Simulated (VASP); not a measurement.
Wanted: the native input for a VASP 6.6.1 run.

```yaml
Task: single point
Functional: PBE
Potentials_or_basis: VASP PAW PBE potentials, release 64 (Hf_pv, N)
Cutoff: 600 eV
k_mesh: 9 × 9 × 9
Occupations: methfessel-paxton, width 0.15 eV
Spin: no spin polarisation
Dipole_correction: no
Further_INCAR_settings: ALGO = Normal; EDIFF = 1e-06; NBANDS = 14
```

The structure of HfN lies in POSCAR:

```
HfN
1.0
    0.0000000000      2.2737745046      2.2737745046
    2.2737745046      0.0000000000      2.2737745046
    2.2737745046      2.2737745046      0.0000000000
Hf N
1 1
Direct
    0.0000000000      0.0000000000      0.0000000000
    0.5000000000      0.5000000000      0.5000000000
```

These files were run (other wordings do the same):

INCAR

```
SYSTEM = HfN
PREC     = Accurate       ! precision mode
ENCUT    = 600            ! plane-wave cutoff, eV
EDIFF    = 1E-6           ! SCF threshold, eV
ISMEAR   = 1              ! smearing method
SIGMA    = 0.15           ! smearing width, eV
LREAL    = .FALSE.        ! projectors in reciprocal space
LASPH    = .TRUE.         ! aspherical terms in the spheres
NELM     = 120            ! most SCF steps
ALGO     = Normal         ! electronic algorithm
ISIF     = 2              ! what is computed and relaxed
LWAVE    = .FALSE.        ! write WAVECAR
LCHARG   = .FALSE.        ! write CHGCAR
GGA      = PE             ! functional
NBANDS   = 14             ! bands
GGA_COMPAT= .FALSE.
```

KPOINTS

```
Automatic mesh
0
G
  9 9 9
  0 0 0
```

Potentials or basis: VASP PAW PBE potentials, release 64 (Hf_pv, N).

Launch:

```sh
$ cat potpaw_PBE.64/Hf_pv/POTCAR potpaw_PBE.64/N/POTCAR > POTCAR
$ mpirun -np 1 vasp_std > vasp.out
```

It gave:

```yaml
Pressure: -2.4 GPa
Band_gap_on_the_k_mesh: zero (an odd number of electrons rules out a gap without spin polarisation)
```

Caveat: spin-orbit coupling is left out, which moves the levels of the heavy elements.

Run time: 27 s on 1 thread of AMD EPYC 7R43 64-Core Processor (Zen 3) (shared host), peak memory 0.13 GiB.
